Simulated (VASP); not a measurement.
# GaSi16 (a cell with a defect) in VASP: single point with PBE

Aim: the single point of GaSi16 (a cell with a defect) with PBE.

All numbers are computed with VASP 6.6.1; they aren't measurements. Logs are shortened: lines on timing, memory, paths and dates and some standing lists are left out, and cuts for length are marked.

## 1. The cell of the first run

The cell holds a defect, 17 atoms: a = 7.679 Å, b = 7.679 Å, c = 7.679 Å, α = 60.00°, β = 60.00°, γ = 60.00°.

## 2. Single point, PBE, collinear spin

INCAR

```
  PREC = Accurate
  ENCUT = 520
  EDIFF = 1E-6
  ISMEAR = -1
  SIGMA = 0.02
  LREAL = Auto
  LASPH = T
  NELM = 150
  ALGO = Normal
  ISIF = 2
  LWAVE = F
  LCHARG = F
  ISPIN = 2
  MAGMOM = 0 0 0 0 0 0 0 0 0 0 0 0 0 0 0 0 1
  LORBIT = 11
  GGA = PE
  NBANDS = 56
```

KPOINTS

```
Automatic mesh
0
Gamma
  2 2 2
```

POSCAR

```
GaSi16
1.0
    0.0000000000      5.4300000000      5.4300000000
    5.4300000000      0.0000000000      5.4300000000
    5.4300000000      5.4300000000      0.0000000000
Si Ga
16 1
Direct
    0.0012197494      0.0013392388     -0.0037870555
    0.1222337468      0.1222621293      0.1277501620
    0.0011897186      0.0013101183      0.5012246287
    0.1251087795      0.1247718976      0.6250288183
   -0.0144360362      0.5046962822      0.0048465914
    0.1221007459      0.6278849822      0.1279138553
    0.0013350201      0.4959527277      0.5013690483
    0.1221336607      0.6278499742      0.6221339128
    0.5044240243     -0.0132118953      0.0043756359
    0.6277432779      0.1222735246      0.1277385118
    0.4962941429      0.0013012796      0.5012155766
    0.6277059521      0.1223088176      0.6222802274
    0.5048781844      0.5046696455      0.0048175775
    0.6246445758      0.6257338999      0.1249143534
    0.5047813983      0.5045831551      0.4858680687
    0.6278722182      0.6278388800      0.6221447303
    0.3742572412      0.3764976427      0.8748480569
```

Potentials or basis: VASP PAW PBE potentials, release 64 (Si, Ga_d).

Launch:

```console
$ cat potpaw_PBE.64/Si/POTCAR potpaw_PBE.64/Ga_d/POTCAR > POTCAR
$ mpirun -np 1 vasp_std > vasp.out
```

OUTCAR:

```text
PREC = Accurate
   ENCUT = 520
   EDIFF = 1E-6
   ISMEAR = -1
   LREAL = Auto
   LASPH = T
   NELM = 150
   ISIF = 2
   ISPIN = 2
   LORBIT = 11
   GGA = PE

 ion  position               nearest neighbor table
   1  0.001  0.001  0.996-   4 2.33   6 2.34   2 2.34  10 2.34
   2  0.122  0.122  0.128-   3 2.34   1 2.34   9 2.40   5 2.40  17 2.75
   3  0.001  0.001  0.501-   4 2.33   8 2.34   2 2.34  12 2.34
   4  0.125  0.125  0.625-   7 2.33   1 2.33   3 2.33  11 2.33
   5  0.986  0.505  0.005-  14 2.26   2 2.40   8 2.40   6 2.40  17 2.44
   6  0.122  0.628  0.128-   1 2.34   7 2.34  13 2.40   5 2.40  17 2.74
   7  0.001  0.496  0.501-   4 2.33   6 2.34   8 2.34  16 2.34
   8  0.122  0.628  0.622-   3 2.34   7 2.34  15 2.40   5 2.40  17 2.74
   9  0.504  0.987  0.004-  14 2.26  12 2.40  10 2.40   2 2.40  17 2.44
  10  0.628  0.122  0.128-  11 2.34   1 2.34   9 2.40  13 2.40  17 2.75
  11  0.496  0.001  0.501-   4 2.33  16 2.34  10 2.34  12 2.34
  12  0.628  0.122  0.622-  11 2.34   3 2.34   9 2.40  15 2.40  17 2.75
  13  0.505  0.505  0.005-  14 2.26  10 2.40  16 2.40   6 2.40  17 2.44
  14  0.625  0.626  0.125-   5 2.26  13 2.26  15 2.26   9 2.26
  15  0.505  0.505  0.486-  14 2.26  12 2.40  16 2.40   8 2.40  17 2.44
  16  0.628  0.628  0.622-  11 2.34   7 2.34  15 2.40  13 2.40  17 2.74
  17  0.374  0.376  0.875-   5 2.44  13 2.44  15 2.44   9 2.44   6 2.74   8 2.74  16 2.74   2 2.75
                            10 2.75  12 2.75

  LATTYP: Found a face centered cubic cell.
 ALAT       =    10.8600000000

  Lattice vectors:

 A1 = (   0.0000000000,   5.4300000000,   5.4300000000)
 A2 = (   5.4300000000,   0.0000000000,   5.4300000000)
 A3 = (   5.4300000000,   5.4300000000,   0.0000000000)

Analysis of symmetry for initial positions (statically):
=====================================================================
 Subroutine PRICEL returns:
 Original cell was already a primitive cell.

 Routine SETGRP: Setting up the symmetry group for a
 face centered cubic supercell.

 Subroutine GETGRP returns: Found  1 space group operations
 (whereof  1 operations were pure point group operations)
 out of a pool of 48 trial point group operations.

The static configuration has the point symmetry C_1 .

Analysis of symmetry for dynamics (positions and initial velocities):
=====================================================================
 Subroutine PRICEL returns:
 Original cell was already a primitive cell.

 Routine SETGRP: Setting up the symmetry group for a
 face centered cubic supercell.

 Subroutine GETGRP returns: Found  1 space group operations
 (whereof  1 operations were pure point group operations)
[... 175 lines left out ...]
  free energy    TOTEN  =       -85.66348933 eV

  energy without entropy =      -85.65636647  energy(sigma->0) =      -85.65992790

 E-fermi :   6.8778     XC(G=0):  -9.7304

 val. band max:        6.8767257011   @ k =   0.0000   0.0000   0.0000
 cond. band min:       6.8791834785   @ k =   0.0000   0.0000   0.0000
 fundamental gap:      0.0024577774
 Fermi energy:         6.8778055444

 spin component 1

 k-point     1 :       0.0000    0.0000    0.0000
  band No.  band energies     occupation
      1      -8.6864      1.00000
      2      -8.6861      1.00000
      3      -8.6851      1.00000
      4      -8.6671      1.00000
      5      -8.6671      1.00000
      6      -6.1590      1.00000
[... 413 lines left out ...]
     49      10.3065      0.00000
     50      10.4792      0.00000
 Fermi energy:         6.8778055444

 spin component 2

 k-point     1 :       0.0000    0.0000    0.0000
  band No.  band energies     occupation
      1      -8.6864      1.00000
      2      -8.6862      1.00000
      3      -8.6852      1.00000
      4      -8.6672      1.00000
      5      -8.6672      1.00000
      6      -6.1586      1.00000
[... 413 lines left out ...]
     49      10.3075      0.00000
     50      10.4811      0.00000
 [bands above 50 left out]

------------------------ aborting loop because EDIFF is reached ----------------------------------------

  FORCE on cell =-STRESS in cart. coord.  units (eV):
  Direction    XX          YY          ZZ          XY          YZ          ZX
  --------------------------------------------------------------------------------------
  -------------------------------------------------------------------------------------
  Total       12.4914095     12.4903040     12.4902341      0.0159179      0.0301650     -0.0191797
  in kB       62.5018029     62.4962714     62.4959217      0.0796467      0.1509328     -0.0959674
  external PRESSURE =      62.4979987 kB  Pullay stress =       0.0000000 kB

 VOLUME and BASIS-vectors are now :
 -----------------------------------------------------------------------------
  energy-cutoff  :      520.00
  volume of cell :      320.21
      direct lattice vectors                 reciprocal lattice vectors
     0.000000000  5.430000000  5.430000000    -0.092081031  0.092081031  0.092081031
     5.430000000  0.000000000  5.430000000     0.092081031 -0.092081031  0.092081031
     5.430000000  5.430000000  0.000000000     0.092081031  0.092081031 -0.092081031

 POSITION                                       TOTAL-FORCE (eV/Angst)
 -----------------------------------------------------------------------------------
      5.41671      5.41606      0.01390        -0.002816     -0.000287      0.000322
      1.35757      1.35741      1.32761         0.004637     -0.004941     -0.004729
      2.72876      2.72811      0.01357        -0.000062      0.002260      0.000071
      4.07142      4.07325      1.35685         0.003032     -0.001941      0.001631
      2.76682      5.37793      8.09211        -0.018618      0.020500      0.026727
      4.10399      1.35758      4.07242        -0.002270      0.000782     -0.001421
[... 9 lines left out ...]
      6.78741      6.78759      6.81851        -0.000246      0.002355     -0.000228
      6.79481      6.78264      4.07660        -0.016471      0.010642     -0.008648
 -----------------------------------------------------------------------------------
    total drift:                               -0.006756      0.001895     -0.000456

  FREE ENERGIE OF THE ION-ELECTRON SYSTEM (eV)
  ---------------------------------------------------
  free  energy   TOTEN  =       -85.6634893307 eV

  energy  without entropy=      -85.6563664728  energy(sigma->0) =      -85.65992790

 total charge

# of ion       s       p       d       tot
------------------------------------------
    1        0.746   0.955   0.000   1.701
    2        0.745   0.930   0.000   1.675
    3        0.746   0.955   0.000   1.701
    4        0.736   0.970   0.000   1.705
    5        0.757   0.942   0.000   1.699
    6        0.745   0.929   0.000   1.674
[... 9 lines left out ...]
   16        0.745   0.929   0.000   1.674
   17        1.085   0.712  10.057  11.854
--------------------------------------------------
tot         13.060  15.857  10.057  38.974

 magnetization (x)

# of ion       s       p       d       tot
------------------------------------------
    1       -0.000   0.000   0.000   0.000
    2        0.000  -0.000   0.000   0.000
    3       -0.000   0.000   0.000   0.000
    4       -0.000  -0.000   0.000  -0.000
    5       -0.000   0.000   0.000   0.000
    6        0.000  -0.000   0.000   0.000
[... 9 lines left out ...]
   16        0.000  -0.000   0.000   0.000
   17       -0.000  -0.000   0.000  -0.000
--------------------------------------------------
tot          0.001   0.000   0.000   0.001
```

OSZICAR:

```text
N       E                     dE             d eps       ncg     rms          rms(c)
DAV:   1     0.340309110034E+03    0.34031E+03   -0.29607E+04  1792   0.126E+03
DAV:   2    -0.376851976146E+02   -0.37799E+03   -0.34736E+03  2032   0.247E+02
DAV:   3    -0.847656917077E+02   -0.47080E+02   -0.44500E+02  2152   0.894E+01
DAV:   4    -0.870343447127E+02   -0.22687E+01   -0.22280E+01  2288   0.185E+01
DAV:   5    -0.871064088815E+02   -0.72064E-01   -0.71582E-01  2384   0.333E+00    0.156E+01
DAV:   6    -0.860830422388E+02    0.10234E+01   -0.86519E-01  2448   0.576E+00    0.900E+00
DAV:   7    -0.856684101915E+02    0.41463E+00   -0.71195E-01  2264   0.360E+00    0.440E+00
DAV:   8    -0.856564325851E+02    0.11978E-01   -0.22084E-01  2256   0.202E+00    0.631E-01
DAV:   9    -0.856611489010E+02   -0.47163E-02   -0.19159E-02  2368   0.617E-01    0.345E-01
DAV:  10    -0.856625856927E+02   -0.14368E-02   -0.41596E-03  2208   0.262E-01    0.164E-01
DAV:  11    -0.856632694381E+02   -0.68375E-03   -0.98139E-04  2296   0.140E-01    0.825E-02
DAV:  12    -0.856634570428E+02   -0.18760E-03   -0.24760E-04  2248   0.738E-02    0.394E-02
DAV:  13    -0.856634871227E+02   -0.30080E-04   -0.53089E-05  2184   0.358E-02    0.108E-02
DAV:  14    -0.856634886241E+02   -0.15014E-05   -0.66829E-06  2320   0.115E-02    0.419E-03
DAV:  15    -0.856634893307E+02   -0.70666E-06   -0.78009E-07  1440   0.405E-03
   1 F= -.85663489E+02 E0= -.85659928E+02  d E =-.712286E-02  mag=     0.0079
```

stdout:

```text
POSCAR found type information on POSCAR SiGa
 POSCAR found :  2 types and      17 ions
 scaLAPACK will be used
 LDA part: xc-table for (Slater+PW92), standard interpolation
 POSCAR, INCAR and KPOINTS ok, starting setup
 FFT: planning ... GRIDC
 FFT: planning ... GRID_SOFT
 FFT: planning ... GRID
 WAVECAR not read
 entering main loop
```

Wall time 7.3 min (1 thread of Intel Xeon Platinum 8375C at 2.90GHz (Ice Lake), shared host); peak memory 0.71 GiB.

What came out:

| Item | Value |
| --- | --- |
| Free energy | -85.6635 eV |
| Pressure | 6.2 GPa |
| Largest force | 0.042 eV/Å |
| Net moment | 0.01 μB per cell |
| Valence electrons inside the program's atomic spheres | Si 1.70, 1.68, 1.71, 1.67, 1.77 (each value once); Ga 11.85 |

Forces in eV/Å, atoms in the order of the input:
```
Si  -0.003  0.000  0.000
Si   0.005 -0.005 -0.005
Si   0.000  0.002  0.000
Si   0.003 -0.002  0.002
Si  -0.019  0.021  0.027
Si  -0.002  0.001 -0.001
Si   0.000 -0.001  0.001
Si   0.000  0.001 -0.003
Si   0.026 -0.024  0.023
Si   0.004  0.005  0.005
Si   0.000  0.000 -0.002
Si  -0.007 -0.003  0.003
Si  -0.018 -0.027 -0.021
Si   0.000  0.000  0.000
Si   0.028  0.019 -0.020
Si   0.000  0.002  0.000
Ga  -0.016  0.011 -0.009
```

Caveat: the k points lie up to 0.50 Å⁻¹ apart.
